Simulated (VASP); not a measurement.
A run of VASP 6.6.1:

The input INCAR:

```
ALGO = Normal ; EDIFF = 1E-8
ENCUT = 520 ; GGA = CA
ISIF = 2 ; ISMEAR = -1
LASPH = True ; LCHARG = False
LEFG = True ; LREAL = False
LWAVE = False ; NBANDS = 16
NELM = 80 ; PREC = Accurate
SIGMA = 0.03
```

KPOINTS

```
k-points
0
Gamma
  10 10 10
```

The input POSCAR:

```
LiPb
1.0
    3.5337010826      0.0000000000      0.0000000000
    0.0000000000      3.5337010826      0.0000000000
    0.0000000000      0.0000000000      3.5337010826
Li Pb
1 1
Direct
    0.5000000000      0.5000000000      0.5000000000
    0.0000000000      0.0000000000      0.0000000000
```

Potentials or basis: VASP PAW LDA potentials, release 64 (Li_sv, Pb_d).

Launch:

```bash
$ cat potpaw_LDA.64/Li_sv/POTCAR potpaw_LDA.64/Pb_d/POTCAR > POTCAR
$ mpirun -np 1 vasp_std > vasp.out
```

Hardware: 1 thread of Intel(R) Xeon(R) Platinum 8488C (Sapphire Rapids), with other jobs on the host.

Question: Estimate the wall time of this run.

Answer: It took 31 s on 1 thread of Intel(R) Xeon(R) Platinum 8488C (Sapphire Rapids), with other jobs on the host, peak memory 0.16 GiB. Counts: scf iterations 12, k points 56.
